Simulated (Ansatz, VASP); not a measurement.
**Ba: VASP beside Ansatz**

```
CELL_PARAMETERS angstrom
-2.46250 2.46250 2.53750
2.46250 -2.46250 2.53750
2.46250 2.46250 -2.53750
ATOMIC_POSITIONS crystal
Ba 0.00000 0.00000 0.00000
```

Change from the starting cell: strain -0.015 along x and y, +0.015 along z, atoms carried along.

Alike in both runs: task single point; functional PBE; k mesh 14 × 14 × 14; occupations gaussian, width 0.15 eV; no spin polarisation.

|  | VASP | Ansatz |
| --- | --- | --- |
| version | VASP 6.6.1 | Ansatz 0.2.0 |
| potentials or method | VASP PAW PBE potentials, release 64 (Ba_sv), cutoff 520 eV | scalar-relativistic, plane waves, PAW |
| valence electrons in the cell | 10 | 10 |

```csv
,VASP,Ansatz,Ansatz less VASP
gap on the k mesh at the Fermi level (eV),none,none,-
pressure (GPa),0.3,0.3,-0.06
"traceless stress, the component that is largest in VASP (GPa)",-0.09,-0.09,+0.001
```

A gap of «none» marks a metal or a gap that the smearing closes.

Spin-orbit coupling is off throughout.
